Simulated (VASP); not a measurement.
# CuNi2 (P6_3/mmc) in VASP: further runs, part 2 of 2

VASP 6.6.1. The steps go on from the part before.

## 3. Relaxation of cell and atoms, PBE, collinear spin, ferromagnetic start

This run uses another cell than the first one, of 10.96 Å³/atom, 0.975 times its volume.

Contents of INCAR:

```
PREC = Accurate
ENCUT = 600
EDIFF = 1E-6
ISMEAR = 0
SIGMA = 0.1
LREAL = F
LASPH = T
NELM = 150
ALGO = Normal
ISIF = 3
LWAVE = F
LCHARG = F
ISPIN = 2
MAGMOM = 0 0 2 2 2 2
LORBIT = 11
LMAXMIX = 4
GGA = PE
IBRION = 2
NSW = 90
EDIFFG = -0.04
```

Contents of KPOINTS:

```
Automatic mesh
0
Gamma
  6 6 2
```

Contents of POSCAR:

```
CuNi2
1.0
    2.4976573600      0.0000000000      0.0000000000
   -1.2488286800      2.1630347200      0.0000000000
    0.0000000000      0.0000000000     12.1690112400
Cu Ni
2 4
Direct
    0.3333333300      0.6666666700      0.7500000000
    0.6666666700      0.3333333300      0.2500000000
    0.3333333300      0.6666666700      0.0833333300
    0.3333333300      0.6666666700      0.4166666700
    0.6666666700      0.3333333300      0.9166666700
    0.6666666700      0.3333333300      0.5833333300
```

Potentials or basis: VASP PAW PBE potentials, release 64 (Cu, Ni).

Run with:

```console
$ cat potpaw_PBE.64/Cu/POTCAR potpaw_PBE.64/Ni/POTCAR > POTCAR
$ mpirun -np 1 vasp_std > vasp.out
```

OUTCAR:

```text
PREC = Accurate
   ENCUT = 600
   EDIFF = 1E-6
   ISMEAR = 0
   LREAL = F
   LASPH = T
   NELM = 150
   ISIF = 3
   ISPIN = 2
   LORBIT = 11
   GGA = PE
   IBRION = 2
   NSW = 90
   EDIFFG = -0.04

 ion  position               nearest neighbor table
   1  0.333  0.667  0.750-   5 2.49   6 2.49   5 2.49   6 2.49   5 2.49   6 2.49
   2  0.667  0.333  0.250-   3 2.49   4 2.49   3 2.49   4 2.49   3 2.49   4 2.49
   3  0.333  0.667  0.083-   5 2.49   5 2.49   5 2.49   2 2.49   2 2.49   2 2.49
   4  0.333  0.667  0.417-   6 2.49   6 2.49   6 2.49   2 2.49   2 2.49   2 2.49
   5  0.667  0.333  0.917-   3 2.49   3 2.49   3 2.49   1 2.49   1 2.49   1 2.49
   6  0.667  0.333  0.583-   4 2.49   4 2.49   4 2.49   1 2.49   1 2.49   1 2.49

  LATTYP: Found a hexagonal cell.
 ALAT       =     2.4976573600
 C/A-ratio  =     4.8721699921

  Lattice vectors:

 A1 = (   2.4976573600,   0.0000000000,   0.0000000000)
 A2 = (  -1.2488286800,   2.1630347200,   0.0000000000)
 A3 = (   0.0000000000,   0.0000000000,  12.1690112400)
[... 375 lines left out ...]
      4       2.7787      1.00000
      5       3.1243      1.00000
      6       3.8267      1.00000
[... 605 lines left out ...]
     40      15.2675      0.00000
     41      17.0346      0.00000
 Fermi energy:         8.5695303578

 spin component 2

 k-point     1 :       0.0000    0.0000    0.0000
  band No.  band energies     occupation
      1      -0.4523      1.00000
      2       0.3903      1.00000
      3       0.7272      1.00000
      4       2.7740      1.00000
      5       3.1882      1.00000
      6       3.9542      1.00000
[... 638 lines left out ...]
  FREE ENERGIE OF THE ION-ELECTRON SYSTEM (eV)
  ---------------------------------------------------
  free  energy   TOTEN  =       -29.2065317442 eV

  energy  without entropy=      -29.1573311173  energy(sigma->0) =      -29.18193143

 reached required accuracy - stopping structural energy minimisation

 total charge

# of ion       s       p       d       tot
------------------------------------------
    1        0.456   0.407   9.174  10.037
    2        0.456   0.407   9.174  10.037
    3        0.485   0.465   8.329   9.279
    4        0.485   0.465   8.329   9.279
    5        0.485   0.465   8.329   9.279
    6        0.485   0.465   8.329   9.279
--------------------------------------------------
tot          2.852   2.674  51.664  57.190

 magnetization (x)

# of ion       s       p       d       tot
------------------------------------------
    1       -0.002  -0.011   0.017   0.003
    2       -0.002  -0.011   0.017   0.003
    3       -0.003  -0.016   0.561   0.543
    4       -0.003  -0.016   0.561   0.543
    5       -0.003  -0.016   0.561   0.543
    6       -0.003  -0.016   0.561   0.543
--------------------------------------------------
tot         -0.014  -0.087   2.279   2.178
```

OSZICAR:

```text
N       E                     dE             d eps       ncg     rms          rms(c)
DAV:   1     0.506185732857E+03    0.50619E+03   -0.29620E+04  2312   0.268E+03
DAV:   2     0.168683198445E+02   -0.48932E+03   -0.46766E+03  2296   0.450E+02
[... 59 lines left out ...]
DAV:   3    -0.292067403336E+02    0.23960E-03   -0.27244E-03  3602   0.112E+00    0.124E-01
DAV:   4    -0.292065963238E+02    0.14401E-03   -0.87763E-04  3041   0.114E+00    0.655E-02
DAV:   5    -0.292065371476E+02    0.59176E-04   -0.16273E-04  3866   0.397E-01    0.176E-02
DAV:   6    -0.292065334941E+02    0.36535E-05   -0.33245E-05  2554   0.552E-02    0.860E-03
DAV:   7    -0.292065322565E+02    0.12376E-05   -0.15342E-06  1287   0.240E-02    0.437E-03
DAV:   8    -0.292065317442E+02    0.51223E-06   -0.10276E-06  1190   0.118E-02
   5 F= -.29206532E+02 E0= -.29181931E+02  d E =-.132569E-01  mag=     2.1232
```

CONTCAR:

```text
CuNi2
   1.00000000000000
     2.4978707196321728   -0.0000000000000000   -0.0000000000000000
    -1.2489353598160864    2.1632194948617971    0.0000000000000000
     0.0000000000000000    0.0000000000000000   12.4770788261298922
  Cu              Ni
     2     4
Direct
     0.3333333300000021    0.6666666699999979    0.7500000000000000
     0.6666666699999979    0.3333333300000021    0.2500000000000000
     0.3333333300000021    0.6666666699999979    0.0808847485672879
     0.3333333300000021    0.6666666699999979    0.4191152514327121
     0.6666666699999979    0.3333333300000021    0.9191152514327121
     0.6666666699999979    0.3333333300000021    0.5808847485672879

  0.00000000E+00  0.00000000E+00  0.00000000E+00
  0.00000000E+00  0.00000000E+00  0.00000000E+00
  0.00000000E+00  0.00000000E+00  0.00000000E+00
  0.00000000E+00  0.00000000E+00  0.00000000E+00
  0.00000000E+00  0.00000000E+00  0.00000000E+00
  0.00000000E+00  0.00000000E+00  0.00000000E+00
```

It took 3.9 min on 1 thread of Intel Xeon 6975P-C (Granite Rapids), shared host; peak memory 0.26 GiB.

What came out:

* Free energy: -29.2065 eV
* Relaxed volume: 11.24 Å³/atom
* Relaxed cell: a = 2.498 Å, b = 2.498 Å, c = 12.477 Å, α = 90.00°, β = 90.00°, γ = 120.00°
* Space group after relaxing (to 0.05 Å): P6_3/mmc (No. 194)
* Energy gained by relaxing: 11.3 meV/atom
* Ionic steps: 5
* Pressure after relaxing: 0.1 GPa
* Largest force after relaxing: 0.031 eV/Å
* Net moment: 2.12 μB per cell
* Site moments: Cu +0.00; Ni +0.54 μB
* Valence electrons inside the program's atomic spheres: Cu 10.04; Ni 9.28

Forces in eV/Å, atoms in the order of the input:
```
Cu   0.000  0.000  0.000
Cu   0.000  0.000  0.000
Ni   0.000  0.000 -0.031
Ni   0.000  0.000  0.031
Ni   0.000  0.000  0.031
Ni   0.000  0.000 -0.031
```

Stress tensor (GPa, compression positive):
```
 0.16  0.00  0.00
 0.00  0.16  0.00
 0.00  0.00 -0.07
```

Step by step:
```
step  energy change (eV)  largest force (eV/Å)  pressure (GPa)  volume (Å³)
   1              0.0000                0.4253            4.59        65.74
   2             -0.0491                0.1678           -3.30        68.77
   3             -0.0545                0.2198           -1.51        68.01
   4             -0.0676                0.0496            0.02        67.48
   5             -0.0677                0.0309            0.09        67.42
```

Final structure:
```
Cu Ni
1.0
     2.49787    0.00000    0.00000
    -1.24894    2.16322    0.00000
     0.00000    0.00000   12.47708
Cu Ni
2 4
Cartesian
  0.0000 1.4421 9.3578
  1.2489 0.7211 3.1193
  0.0000 1.4421 1.0092
  0.0000 1.4421 5.2293
  1.2489 0.7211 11.4679
  1.2489 0.7211 7.2477
```

Levels at points of the mesh, in eV from the Fermi level:
Spin up:
```tsv
k point	band 30	band 31	band 32	band 33	band 34	band 35	band 36	band 37
(0.00, 0.00, 0.00)	-0.96	-0.96	-0.65	-0.65	-0.64	-0.64	-0.59	4.86
(0.50, 0.00, 0.00)	-0.30	0.45	0.76	0.98	1.85	2.43	2.76	6.46
(0.00, 0.00, 0.50)	-1.01	-1.01	-1.01	-0.64	-0.64	-0.64	-0.64	6.38
(0.50, 0.00, 0.50)	-0.30	0.84	0.84	1.24	1.24	2.66	2.66	6.24
```
Spin down:
| k point | band 28 | band 29 | band 30 | band 31 | band 32 | band 33 |
| --- | --- | --- | --- | --- | --- | --- |
| (0.00, 0.00, 0.00) | -0.61 | -0.51 | -0.51 | -0.45 | -0.45 | 0.01 |
| (0.50, 0.00, 0.00) | 0.28 | 0.36 | 0.37 | 0.47 | 0.84 | 1.17 |
| (0.00, 0.00, 0.50) | -1.30 | -0.48 | -0.48 | -0.48 | -0.48 | 0.01 |
| (0.50, 0.00, 0.50) | 0.27 | 0.36 | 0.36 | 1.04 | 1.04 | 1.32 |

Caveat: the k points lie up to 0.48 Å⁻¹ apart in the final cell.
